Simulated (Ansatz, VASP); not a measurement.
# Ta in VASP and in Ansatz

Contents of INCAR:

```
SYSTEM = Ta
ALGO     = Fast           ! electronic algorithm
EDIFF    = 1E-6           ! SCF threshold, eV
ENCUT    = 520            ! plane-wave cutoff, eV
GGA      = PS             ! functional
ISIF     = 2              ! what is computed and relaxed
ISMEAR   = 0              ! smearing method
LASPH    = .True.         ! aspherical terms in the spheres
LCHARG   = .False.        ! write CHGCAR
LREAL    = .False.        ! projectors in reciprocal space
LWAVE    = .False.        ! write WAVECAR
NBANDS   = 30             ! bands
NELM     = 80             ! most SCF steps
PREC     = Accurate       ! precision mode
SIGMA    = 0.15           ! smearing width, eV
```

File KPOINTS:

```
k-points
0
Gamma
  22 22 7
  0 0 0
```

The input POSCAR:

```
Ta
1.0
   -1.6402597622      1.6402597622     -1.6402597622
   -1.6402597622     -1.6402597622      1.6402597622
    0.0000000000      8.6823593926      8.6823593926
Ta
4
Direct
    0.0000000000      0.0000000000      0.6612153343
    0.5000000000      0.5000000000      0.0944593335
    0.0000000000      0.0000000000      0.2833780004
    0.5000000000      0.5000000000      0.4722966673
```

Input for Ansatz:

```yaml
crystal:
  lattice:
    - [-1.6402597622, 1.6402597622, -1.6402597622]
    - [-1.6402597622, -1.6402597622, 1.6402597622]
    - [0.0, 8.6823593926, 8.6823593926]
  atoms:
    - { symbol: Ta, position: [0.0, 0.0, 0.6612153343] }
    - { symbol: Ta, position: [0.5, 0.5, 0.0944593335] }
    - { symbol: Ta, position: [0.0, 0.0, 0.2833780004] }
    - { symbol: Ta, position: [0.5, 0.5, 0.4722966673] }
basis:
  ecutwfc: 420
kpoints:
  mp_grid: { grid: [22, 22, 7] }
hamiltonian:
  xc: pbesol
scf:
  occupations: { method: gaussian, width: 0.15 }
output:
  forces: true
  stress: true
  eigenvalues: true
```

Alike in both runs: task single point; functional PBEsol; k mesh 22 × 22 × 7; occupations gaussian, width 0.15 eV; no spin polarisation.

```csv
,VASP,Ansatz
version,VASP 6.6.1,Ansatz 0.2.0
potentials or method,"VASP PAW PBE potentials, release 64 (Ta_pv), cutoff 520 eV","scalar-relativistic, plane waves, PAW"
valence electrons in the cell,44,52
```

Ansatz gave:

```
gap on the k mesh at the Fermi level (eV)                     : none
pressure (GPa)                                                : -6.7
traceless stress, the component that is largest in VASP (GPa) : 1.14
rms of the force components (eV/Å)                            : 0.178
```

Estimate VASP's values.

gap on the k mesh at the Fermi level (eV): none; pressure (GPa): -6.6; traceless stress, the component that is largest in VASP (GPa): 1.11; rms of the force components (eV/Å): 0.179.

VASP's potentials were made for PBE, not for PBEsol. Atom by atom the forces differ by 0.003 eV/Å (rms over components). A gap of «none» marks a metal or a gap that the smearing closes. The functional is the same, so the differences come from potentials, cutoffs and numerics. VASP's potentials hold 44 valence electrons a cell and Ansatz's 52, so a difference there can come from the potentials and not from the codes.

Neither program's run includes spin-orbit coupling.
